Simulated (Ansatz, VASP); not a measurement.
**Si5Sn in VASP and in Ansatz**

INCAR

```
SYSTEM = Si5Sn
ALGO = Normal
EDIFF = 1E-6
EDIFFG = -0.04
ENCUT = 600
GGA = PE
IBRION = 2
ISIF = 3
ISMEAR = 0
LASPH = .True.
LCHARG = .False.
LREAL = .False.
LWAVE = .False.
NELM = 60
NSW = 90
PREC = Accurate
SIGMA = 0.1
```

KPOINTS

```
k-points
0
Gamma
  6 6 2
  0 0 0
```

POSCAR

```
Si5Sn
1.0
    3.9266100200      0.0000000000      0.0000000000
   -1.9633050100      3.4005440300      0.0000000000
    0.0000000000      0.0000000000      8.3400603800
Si Sn
5 1
Direct
    0.5000000000      0.0000000000      0.5000000000
    0.0000000000      0.5000000000      0.5000000000
    0.5000000000      0.5000000000      0.5000000000
    0.0000000000      0.0000000000      0.8418738700
    0.0000000000      0.0000000000      0.1581261300
    0.0000000000      0.0000000000      0.5000000000
```

Input for Ansatz:

```yaml
crystal:
  lattice:
    - [3.92661002, 0.0, 0.0]
    - [-1.96330501, 3.40054403, 0.0]
    - [0.0, 0.0, 8.34006038]
  atoms:
    - { symbol: Si, position: [0.5, 0.0, 0.5] }
    - { symbol: Si, position: [0.0, 0.5, 0.5] }
    - { symbol: Si, position: [0.5, 0.5, 0.5] }
    - { symbol: Si, position: [0.0, 0.0, 0.84187387] }
    - { symbol: Si, position: [0.0, 0.0, 0.15812613] }
    - { symbol: Sn, position: [0.0, 0.0, 0.5] }
basis:
  ecutwfc: 420
kpoints:
  mp_grid: { grid: [6, 6, 2] }
hamiltonian:
  xc: pbe
scf:
  occupations: { method: gaussian, width: 0.1 }
  lower_state_search: "off"
output:
  forces: true
  stress: true
  eigenvalues: true
relax:
  adjacent_minimum: "off"
  f_tol: 0.04
  max_steps: 70
  cell: { stress_tol: 0.4 }
```

Alike in both runs: task relaxation of cell and atoms; functional PBE; k mesh 6 × 6 × 2; occupations gaussian, width 0.1 eV; no spin polarisation.

|  | VASP | Ansatz |
| --- | --- | --- |
| version | VASP 6.6.1 | Ansatz 0.2.0 |
| potentials or method | VASP PAW PBE potentials, release 64 (Si, Sn_d), cutoff 600 eV | scalar-relativistic, plane waves, PAW |
| valence electrons in the cell | 34 | 34 |

|  | VASP | Ansatz | Ansatz less VASP |
| --- | --- | --- | --- |
| gap on the k mesh at the Fermi level, each at its own relaxed structure (eV) | none | none | - |
| relaxed volume (Å³/atom) | 32.87 | 32.97 | +0.096 |
| relaxed length of the cell vector where the two differ most in proportion (Å) | 5.573 | 5.580 | +0.0067 |

A gap of «none» marks a metal or a gap that the smearing closes.

The k mesh is coarse, so the values compare programs but aren't converged. Noted on VASP's run: the volume moved by over 15 % at a fixed basis, so the end points are rough.
